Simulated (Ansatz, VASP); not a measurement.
**One calculation of InSb, two programs**

The input INCAR:

```
PREC = Accurate ; ENCUT = 520
EDIFF = 1E-6 ; ISMEAR = -1
SIGMA = 0.02 ; LREAL = False
LASPH = True ; NELM = 80
ALGO = Normal ; ISIF = 2
LWAVE = False ; LCHARG = False
GGA = PE ; NBANDS = 16
```

File KPOINTS:

```
Automatic mesh
0
Gamma
  6 6 6
```

POSCAR

```
InSb
1.0
    0.0000000000      3.3838505126      3.3838505126
    3.3838505126      0.0000000000      3.3838505126
    3.3838505126      3.3838505126      0.0000000000
In Sb
1 1
Direct
    0.0000000000      0.0000000000      0.0000000000
    0.2500000000      0.2500000000      0.2500000000
```

Input for Ansatz:

```yaml
crystal:
  lattice:
    - [0.0, 3.3838505126, 3.3838505126]
    - [3.3838505126, 0.0, 3.3838505126]
    - [3.3838505126, 3.3838505126, 0.0]
  atoms:
    - { symbol: In, position: [0.0, 0.0, 0.0] }
    - { symbol: Sb, position: [0.25, 0.25, 0.25] }
kpoints:
  mp_grid: { grid: [6, 6, 6] }
hamiltonian:
  xc: pbe
scf:
  occupations: { method: fermi_dirac, width: 0.02 }
  n_extra_bands: 4
output:
  forces: true
  stress: true
  eigenvalues: true
```

Alike in both runs: task single point; functional PBE; k mesh 6 × 6 × 6; occupations fermi-dirac, width 0.02 eV; no spin polarisation.

```csv
,VASP,Ansatz
version,VASP 6.6.1,Ansatz 0.2.0
potentials or method,"VASP PAW PBE potentials, release 64 (In_d, Sb)","plane waves, PAW"
plane-wave cutoff (eV),520,420
valence electrons in the cell,18,28
```

|  | VASP | Ansatz | Ansatz less VASP |
| --- | --- | --- | --- |
| pressure (GPa) | -1.9 | -1.8 | +0.02 |

With one functional, cell and mesh, what is left measures potentials, basis and numerics. VASP's potentials hold 18 valence electrons a cell and Ansatz's 28, so a difference there can come from the potentials and not from the codes.

Spin-orbit coupling is off throughout.
